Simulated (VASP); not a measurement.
# Zr2B (P-3m1) in VASP: further runs

The runs below take Zr2B through single point, relaxation of cell and atoms, with PBE.

Program: VASP 6.6.1. These are calculated values, not measurements. Logs are shortened: lines on timing, memory, paths and dates and some standing lists are left out, and cuts for length are marked.

## Step 1: The cell of the first run

Symmetry: P-3m1, No. 164, trigonal system. The conventional cell has a = 3.097 Å, b = 3.097 Å, c = 6.507 Å, α = 90.00°, β = 90.00°, γ = 120.00°. Within 3.4 Å of Zr (site symmetry 3m) lie 3 B at 2.58 Å and 9 Zr at 3.10 to 3.32 Å. Within 3.4 Å of B (site symmetry -3m) lie 6 Zr at 2.58 Å and 6 B at 3.10 Å.

The cell was built from a structure type or drawn by symmetry, and may not be a known phase.

## Step 2: Single point, PBE

Contents of INCAR:

```
SYSTEM = Zr2B
  PREC = Accurate
  ENCUT = 520
  EDIFF = 1E-7
  ISMEAR = 0
  SIGMA = 0.1
  LREAL = .False.
  LASPH = .True.
  NELM = 80
  ALGO = Fast
  ISIF = 2
  LWAVE = .False.
  LCHARG = .True.
  GGA = PE
  LELF = .True.
  LVHAR = .True.
  NBANDS = 20
```

Contents of KPOINTS:

```
regular mesh
0
Gamma
  6 6 4
  0 0 0
```

Contents of POSCAR:

```
Zr2B
1.0
    3.0967432100      0.0000000000      0.0000000000
   -1.5483716000      2.6818582900      0.0000000000
    0.0000000000      0.0000000000      6.5074437300
Zr B
2 1
Direct
    0.3333333300      0.6666666700      0.2855008900
    0.6666666700      0.3333333300      0.7144991100
    0.0000000000      0.0000000000      0.0000000000
```

Potentials or basis: VASP PAW PBE potentials, release 64 (Zr_sv, B).

Run with:

```sh
$ cat potpaw_PBE.64/Zr_sv/POTCAR potpaw_PBE.64/B/POTCAR > POTCAR
$ mpirun -np 1 vasp_std > vasp.out
```

OUTCAR:

```text
SYSTEM = Zr2B
   PREC = Accurate
   ENCUT = 520
   EDIFF = 1E-7
   ISMEAR = 0
   LREAL = .False.
   LASPH = .True.
   NELM = 80
   ISIF = 2
   GGA = PE

 ion  position               nearest neighbor table
   1  0.333  0.667  0.286-   3 2.58   3 2.58   3 2.58   2 3.32   2 3.32   2 3.32
   2  0.667  0.333  0.714-   3 2.58   3 2.58   3 2.58   1 3.32   1 3.32   1 3.32
   3  0.000  0.000  0.000-   1 2.58   2 2.58   1 2.58   2 2.58   2 2.58   1 2.58

  LATTYP: Found a hexagonal cell.
 ALAT       =     3.0967432100
 C/A-ratio  =     2.1013830624

  Lattice vectors:

 A1 = (   3.0967432100,   0.0000000000,   0.0000000000)
 A2 = (  -1.5483716000,   2.6818582900,   0.0000000000)
 A3 = (   0.0000000000,   0.0000000000,   6.5074437300)

Analysis of symmetry for initial positions (statically):
=====================================================================
 Subroutine PRICEL returns:
 Original cell was already a primitive cell.

 Routine SETGRP: Setting up the symmetry group for a
 hexagonal supercell.

 Subroutine GETGRP returns: Found 12 space group operations
 (whereof 12 operations were pure point group operations)
 out of a pool of 24 trial point group operations.

The static configuration has the point symmetry D_3d.

Analysis of symmetry for dynamics (positions and initial velocities):
=====================================================================
 Subroutine PRICEL returns:
 Original cell was already a primitive cell.

 Routine SETGRP: Setting up the symmetry group for a
 hexagonal supercell.

 Subroutine GETGRP returns: Found 12 space group operations
 (whereof 12 operations were pure point group operations)
 out of a pool of 24 trial point group operations.

The dynamic configuration has the point symmetry D_3d.

 Subroutine INISYM returns: Found 12 space group operations
 (whereof 12 operations are pure point group operations),
 and found     1 'primitive' translations

----------------------------------------------------------------------------------------

                                     Primitive cell

  volume of cell :      54.0445

  direct lattice vectors                    reciprocal lattice vectors
     3.096743210  0.000000000  0.000000000     0.322919898  0.186437889  0.000000000
    -1.548371600  2.681858290  0.000000000     0.000000000  0.372875779  0.000000000
     0.000000000  0.000000000  6.507443730     0.000000000  0.000000000  0.153670172

  length of vectors
     3.096743210  3.096743208  6.507443730     0.372875779  0.372875779  0.153670172

  position of ions in fractional coordinates (direct lattice)
     0.333333330  0.666666670  0.285500890
     0.666666670  0.333333330  0.714499110
     0.000000000  0.000000000  0.000000000

  ion indices of the primitive-cell ions
   primitive index   ion index
                 1           1
                 2           2
                 3           3

----------------------------------------------------------------------------------------

 KPOINTS: regular mesh

Automatic generation of k-mesh.
 Grid dimensions read from file:
 generate k-points for:    6    6    4

 Generating k-lattice:

  Cartesian coordinates                     Fractional coordinates (reciprocal lattice)
     0.053819983  0.031072982  0.000000000     0.166666667  0.000000000  0.000000000
     0.000000000  0.062145963  0.000000000     0.000000000  0.166666667  0.000000000
     0.000000000  0.000000000  0.038417543     0.000000000  0.000000000  0.250000000

  Length of vectors
     0.062145963  0.062145963  0.038417543

  Shift w.r.t. Gamma in fractional coordinates (k-lattice)
     0.000000000  0.000000000  0.000000000

 Subroutine IBZKPT returns following result:
 ===========================================

 Found     24 irreducible k-points:

 Following reciprocal coordinates:
            Coordinates               Weight
  0.000000  0.000000  0.000000      1.000000
  0.166667 -0.000000  0.000000      6.000000
  0.333333  0.000000  0.000000      6.000000
  0.500000  0.000000  0.000000      3.000000
  0.166667  0.166667  0.000000      6.000000
  0.333333  0.166667  0.000000     12.000000
[... 16 lines left out ...]
  0.333333  0.166667  0.500000     12.000000
  0.333333  0.333333  0.500000      2.000000
   k-points           NKPTS =     24   k-points in BZ     NKDIM =     24   number of bands    NBANDS=     20
   number of dos      NEDOS =    301   number of ions     NIONS =      3
   total plane-waves  NPLWV =  27648
   dimension x,y,z NGX =    24 NGY =   24 NGZ =   48
   dimension x,y,z NGXF=    48 NGYF=   48 NGZF=   96
   ions per type =               2   1
   NGX,Y,Z   is equivalent  to a cutoff of  12.88, 12.88, 12.26 a.u.
   NGXF,Y,Z  is equivalent  to a cutoff of  25.77, 25.77, 24.53 a.u.
 SYSTEM =  Zr2B
   PREC   = accura    normal or accurate (medium, high low for compatibility)
   ISTART =      0    job   : 0-new  1-cont  2-samecut
   ICHARG =      2    charge: 1-file 2-atom 10-const
   ISPIN  =      1    spin polarized calculation?
   LNONCOLLINEAR =      F non collinear calculations
   LSORBIT =      F    spin-orbit coupling
   LASPH  =      T    aspherical Exc in radial PAW
   ENCUT  =  520.0 eV  38.22 Ry    6.18 a.u.   5.76  5.76 12.10*2*pi/ulx,y,z
   NELM   =     80;   NELMIN=  2; NELMDL= -5     # of ELM steps
   EDIFF  = 0.1E-06   stopping-criterion for ELM
   LREAL  =      F    real-space projection
   EDIFFG = 0.1E-05   stopping-criterion for IOM
   NSW    =      0    number of steps for IOM
   IBRION =     -1    ionic relax: 0-MD 1-quasi-New 2-CG
   NFREE  =      0    steps in history (QN), initial steepest desc. (CG)
   ISIF   =      2    stress and relaxation
   ISYM   =      2    0-nonsym 1-usesym 2-fastsym
   POTIM  = 0.5000    time-step for ionic-motion
   TEBEG  =    0.0;   TEEND  =   0.0 temperature during run
   PSTRESS=    0.0 pullay stress
   NELECT =      27.0000    total number of electrons
   NUPDOWN=      -1.0000    fix difference up-down
   EMIN   =  10.00;   EMAX   =-10.00  energy-range for DOS
   EFERMI =   0.00;   METHOD = LEGACY
   ISMEAR =     0;   SIGMA  =   0.10  broadening in eV -4-tet -1-fermi 0-gaus
   EFERMI_NEDOS =   21; number of points for ismear=-14 and -15
   IALGO  =     68    algorithm
   IMIX   =      4    mixing-type and parameters
     AMIX     =   0.40;   BMIX     =  1.00
     AMIX_MAG =   1.60;   BMIX_MAG =  1.00
  volume/ion in A,a.u.               =      18.01       121.57
  Fermi-wavevector in a.u.,A,eV,Ry     =   1.299009  2.454772 22.958814  1.687425
  Thomas-Fermi vector in A             =   2.430301
   LORBIT       =      0    0 simple, 1 ext, 2 COOP (PROOUT), +10 PAW based schemes
   GGA     = PE    functional components
   LHFCALC =     F    Hartree Fock is set to
   AEXX    =    0.0000 exact exchange contribution
   IVDW    =     0    specifies the selected vdW correction
   LEPSILON=     F    determine dielectric tensor
   LRPA    =     F    only Hartree local field effects (RPA)
 non-spin polarized calculation
 RMM-DIIS sequential band-by-band and
 Gauss-broadening in eV      SIGMA  =   0.10
  energy-cutoff  :      520.00
  volume of cell :       54.04
 maximum number of plane-waves:      1472
 NGX is ok and might be reduce to    24
   NGX = 11   NGY = 11   NGZ = 25

 number of electron      27.0000001 magnetization

 Free energy of the ion-electron system (eV)
  ---------------------------------------------------
  ext. energy  EPLUGINS =         0.00000000
  ---------------------------------------------------
  free energy    TOTEN  =       -23.16324147 eV

  energy without entropy =      -23.15223993  energy(sigma->0) =      -23.15774070

 E-fermi :   8.2590     XC(G=0): -11.2194

 val. band max:        8.2491297819   @ k =   0.1667  -0.0000   0.0000
 cond. band min:       8.2707928406   @ k =   0.1667  -0.0000   0.2500
 fundamental gap:      0.0216630588
 Fermi energy:         8.2590393897

 k-point     1 :       0.0000    0.0000    0.0000
  band No.  band energies     occupation
      1     -40.2784      2.00000
      2     -40.2286      2.00000
      3     -18.5757      2.00000
      4     -18.1296      2.00000
      5     -17.7760      2.00000
      6     -17.7760      2.00000
[... 12 lines left out ...]
     19      11.6163      0.00000
     20      11.7783      0.00000

 k-point     2 :       0.1667   -0.0000    0.0000
  band No.  band energies     occupation
      1     -40.2407      2.00000
      2     -40.1968      2.00000
      3     -18.5091      2.00000
      4     -18.1390      2.00000
      5     -18.0186      2.00000
      6     -17.9955      2.00000
[... 12 lines left out ...]
     19      10.8018      0.00000
     20      12.5213      0.00000

 k-point     3 :       0.3333    0.0000    0.0000
  band No.  band energies     occupation
      1     -40.1627      2.00000
      2     -40.1340      2.00000
      3     -18.5591      2.00000
      4     -18.5225      2.00000
      5     -18.3259      2.00000
      6     -18.0819      2.00000
[... 12 lines left out ...]
     19      12.2580      0.00000
     20      12.8921      0.00000

 k-point     4 :       0.5000    0.0000    0.0000
  band No.  band energies     occupation
      1     -40.1208      2.00000
      2     -40.1047      2.00000
      3     -18.7981      2.00000
      4     -18.7453      2.00000
      5     -18.2347      2.00000
      6     -18.1002      2.00000
[... 12 lines left out ...]
     19      13.3402      0.00000
     20      14.4484      0.00000

 k-point     5 :       0.1667    0.1667    0.0000
  band No.  band energies     occupation
      1     -40.1827      2.00000
      2     -40.1495      2.00000
      3     -18.4303      2.00000
      4     -18.3717      2.00000
      5     -18.3175      2.00000
      6     -18.0779      2.00000
[... 12 lines left out ...]
     19      12.0598      0.00000
     20      12.9636      0.00000
[... 353 lines left out ...]
      6     -18.1143      2.00000
[... 12 lines left out ...]
     19      14.2276      0.00000
     20      15.0361      0.00000

 k-point    22 :       0.1667    0.1667    0.5000
  band No.  band energies     occupation
      1     -40.1808      2.00000
      2     -40.1514      2.00000
      3     -18.4222      2.00000
      4     -18.3874      2.00000
      5     -18.2808      2.00000
      6     -18.1086      2.00000
[... 12 lines left out ...]
     19      12.3075      0.00000
     20      12.3495      0.00000

 k-point    23 :       0.3333    0.1667    0.5000
  band No.  band energies     occupation
      1     -40.1201      2.00000
      2     -40.1055      2.00000
      3     -18.6717      2.00000
      4     -18.6386      2.00000
      5     -18.2289      2.00000
      6     -18.1675      2.00000
[... 12 lines left out ...]
     19      12.1004      0.00000
     20      13.8288      0.00000

 k-point    24 :       0.3333    0.3333    0.5000
  band No.  band energies     occupation
      1     -40.0949      2.00000
      2     -40.0949      2.00000
      3     -18.5104      2.00000
      4     -18.4913      2.00000
      5     -18.4913      2.00000
      6     -18.4262      2.00000
[... 12 lines left out ...]
     19      12.7864      0.00000
     20      12.7864      0.00000

------------------------ aborting loop because EDIFF is reached ----------------------------------------

  FORCE on cell =-STRESS in cart. coord.  units (eV):
  Direction    XX          YY          ZZ          XY          YZ          ZX
  --------------------------------------------------------------------------------------
  -------------------------------------------------------------------------------------
  Total        2.3942339      2.3942339     -6.3602596      0.0000000      0.0000000      0.0000000
  in kB       70.9783203     70.9783204   -188.5532338      0.0000001      0.0000000      0.0000000
  external PRESSURE =     -15.5321977 kB  Pullay stress =       0.0000000 kB

 VOLUME and BASIS-vectors are now :
 -----------------------------------------------------------------------------
  energy-cutoff  :      520.00
  volume of cell :       54.04
      direct lattice vectors                 reciprocal lattice vectors
     3.096743210  0.000000000  0.000000000     0.322919898  0.186437889  0.000000000
    -1.548371600  2.681858290  0.000000000     0.000000000  0.372875779  0.000000000
     0.000000000  0.000000000  6.507443730     0.000000000  0.000000000  0.153670172

 POSITION                                       TOTAL-FORCE (eV/Angst)
 -----------------------------------------------------------------------------------
     -0.00000      1.78791      1.85788        -0.000000      0.000000     -1.429178
      1.54837      0.89395      4.64956         0.000000     -0.000000      1.429178
      0.00000      0.00000      0.00000         0.000000      0.000000      0.000000
 -----------------------------------------------------------------------------------
    total drift:                                0.000000      0.000000      0.000000

  FREE ENERGIE OF THE ION-ELECTRON SYSTEM (eV)
  ---------------------------------------------------
  free  energy   TOTEN  =       -23.1632414717 eV

  energy  without entropy=      -23.1522399310  energy(sigma->0) =      -23.15774070
```

Run time: 26 s. Hardware: 1 thread of AMD EPYC 9R45 (Zen 5), shared host; peak memory 0.15 GiB.

What came out:

* Free energy: -23.1632 eV
* Pressure: -1.6 GPa
* Largest force: 1.429 eV/Å
* Band gap on the k mesh: zero (an odd number of electrons rules out a gap without spin polarisation)

Forces in eV/Å, atoms in the order of the input:
```
Zr   0.000  0.000 -1.429
Zr   0.000  0.000  1.429
B    0.000  0.000  0.000
```

Caveat: the k points lie up to 0.39 Å⁻¹ apart, too coarse for converged energies and pressures of a metal; forces of over 1 eV/Å act on the atoms, so gaps and moduli don't describe the material at rest.

## Step 3: Single point, PBE

This run uses another cell than the first one, of 18.83 Å³/atom.

Contents of INCAR:

```
SYSTEM = Zr2B
ALGO = Normal
EDIFF = 1E-6
ENCUT = 520
GGA = PE
ISIF = 2
ISMEAR = 0
LASPH = .TRUE.
LCHARG = .TRUE.
LELF = .TRUE.
LREAL = .FALSE.
LVHAR = .TRUE.
LWAVE = .FALSE.
NBANDS = 20
NELM = 100
PREC = Accurate
SIGMA = 0.1
```

Contents of KPOINTS:

```
k-points
0
G
  6 6 4
  0 0 0
```

Contents of POSCAR:

```
Zr2B
1.0
    3.4219106733     -0.0000000032      0.0000000000
   -1.7109553339      2.9634615741      0.0000000000
    0.0000000000      0.0000000000      5.5715737084
Zr B
2 1
Direct
    0.3333333333      0.6666666667      0.2351115784
    0.6666666667      0.3333333333      0.7648884216
    0.0000000000      0.0000000000      0.0000000000
```

Potentials or basis: VASP PAW PBE potentials, release 64 (Zr_sv, B).

Run with:

```sh
$ cat potpaw_PBE.64/Zr_sv/POTCAR potpaw_PBE.64/B/POTCAR > POTCAR
$ mpirun -np 1 vasp_std > vasp.out
```

Wall time 16 s (1 thread of AMD EPYC 9R45 (Zen 5), shared host); peak memory 0.16 GiB.

The run converged. Its results:

* Free energy: -24.5376 eV
* Pressure: 0.2 GPa
* Largest force: 0.005 eV/Å
* Band gap on the k mesh: zero (an odd number of electrons rules out a gap without spin polarisation)

Forces on the atoms (eV/Å):
```
Zr   0.000  0.000  0.005
Zr   0.000  0.000 -0.005
B    0.000  0.000  0.000
```

Stress tensor (GPa, compression positive):
```
0.31 0.00 0.00
0.00 0.31 0.00
0.00 0.00 0.05
```

Levels at points of the mesh, in eV from the Fermi level:
```tsv
k point	band 10	band 11	band 12	band 13	band 14	band 15	band 16	band 17
(0.00, 0.00, 0.00)	-3.42	-0.98	-0.70	-0.70	1.42	1.78	1.78	2.39
(0.50, 0.00, 0.00)	-3.11	-1.28	-1.05	-0.84	-0.28	0.75	4.25	4.58
(0.00, 0.00, 0.50)	-4.18	-0.85	-0.85	-0.48	0.60	1.33	1.33	3.40
(0.50, 0.00, 0.50)	-3.14	-1.32	-0.53	-0.49	0.18	0.44	2.77	3.73
```

## Step 4: Relaxation of cell and atoms, PBE

Contents of INCAR:

```
ALGO = Normal
EDIFF = 1E-6
EDIFFG = -0.04
ENCUT = 600
GGA = PE
IBRION = 2
ISIF = 3
ISMEAR = 0
LASPH = True
LCHARG = False
LREAL = False
LWAVE = False
NELM = 60
NSW = 90
PREC = Accurate
SIGMA = 0.1
```

Contents of KPOINTS:

```
k-points
0
Gamma
  6 6 4
```

Contents of POSCAR:

```
Zr2B
1.0
    3.0967432100      0.0000000000      0.0000000000
   -1.5483716000      2.6818582900      0.0000000000
    0.0000000000      0.0000000000      6.5074437300
Zr B
2 1
Direct
    0.3333333300      0.6666666700      0.2855008900
    0.6666666700      0.3333333300      0.7144991100
    0.0000000000      0.0000000000      0.0000000000
```

Run with:

```sh
$ cat potpaw_PBE.64/Zr_sv/POTCAR potpaw_PBE.64/B/POTCAR > POTCAR
$ mpirun -np 1 vasp_std > vasp.out
```

Wall time 3.1 min (1 thread of AMD EPYC 9R45 (Zen 5), shared host); peak memory 0.19 GiB.

The run converged. Its results:

| Property | Result |
| --- | --- |
| Free energy | -24.5352 eV |
| Relaxed volume | 18.84 Å³/atom |
| Relaxed cell | a = 3.429 Å, b = 3.429 Å, c = 5.550 Å, α = 90.00°, β = 90.00°, γ = 120.00° |
| Space group after relaxing (to 0.1 Å) | P-3m1 (No. 164) |
| Energy gained by relaxing | 457.2 meV/atom |
| Ionic steps | 15 |
| Pressure after relaxing | 0.0 GPa |
| Band gap on the k mesh | zero (an odd number of electrons rules out a gap without spin polarisation) |

Stress tensor (GPa, compression positive):
```
-0.09  0.00  0.00
 0.00 -0.09  0.00
 0.00  0.00  0.29
```

Step by step:
| step | energy change (eV) | largest force (eV/Å) | pressure (GPa) | volume (Å³) |
| --- | --- | --- | --- | --- |
| 1 | 0.0000 | 1.4294 | -1.57 | 54.04 |
| 2 | -0.7726 | 1.2399 | 2.90 | 52.31 |
| 3 | -0.8226 | 0.4395 | 17.53 | 47.84 |
| 4 | -1.0416 | 1.0014 | 8.41 | 50.10 |
| 5 | -1.0437 | 0.7632 | 10.62 | 49.51 |
| 6 | -1.0688 | 0.1913 | -6.51 | 58.62 |
| 7 | -1.2236 | 0.4615 | 0.58 | 54.10 |
| 8 | -1.2239 | 0.4789 | 0.96 | 53.90 |
| 9 | -1.3048 | 0.4798 | 0.09 | 54.75 |
| 10 | -1.3508 | 0.4751 | -0.57 | 55.68 |
| 11 | -1.3548 | 0.4760 | -0.71 | 55.98 |
| 12 | -1.3597 | 0.2946 | 2.94 | 55.41 |
| 13 | -1.3674 | 0.0562 | 1.28 | 55.65 |
| 14 | -1.3701 | 0.0346 | -0.66 | 57.04 |
| 15 | -1.3716 | 0.0019 | 0.04 | 56.52 |

Final structure:
```
CELL_PARAMETERS angstrom
3.42922 0.00000 0.00000
-1.71461 2.96980 0.00000
0.00000 0.00000 5.54957
ATOMIC_POSITIONS crystal
Zr 0.33333 0.66667 0.23558
Zr 0.66667 0.33333 0.76442
B 0.00000 0.00000 0.00000
```

Levels at points of the mesh, in eV from the Fermi level:
```tsv
k point	band 11	band 12	band 13	band 14	band 15	band 16
(0.00, 0.00, 0.00)	-0.96	-0.71	-0.71	1.46	1.78	1.78
(0.50, 0.00, 0.00)	-1.27	-1.03	-0.85	-0.30	0.76	4.21
(0.00, 0.00, 0.50)	-0.87	-0.87	-0.45	0.62	1.31	1.31
(0.50, 0.00, 0.50)	-1.30	-0.51	-0.49	0.17	0.43	2.75
```

Caveat: the k points lie up to 0.35 Å⁻¹ apart in the final cell, too coarse for converged energies and pressures of a metal.

(Continued in part 2 of 2.)
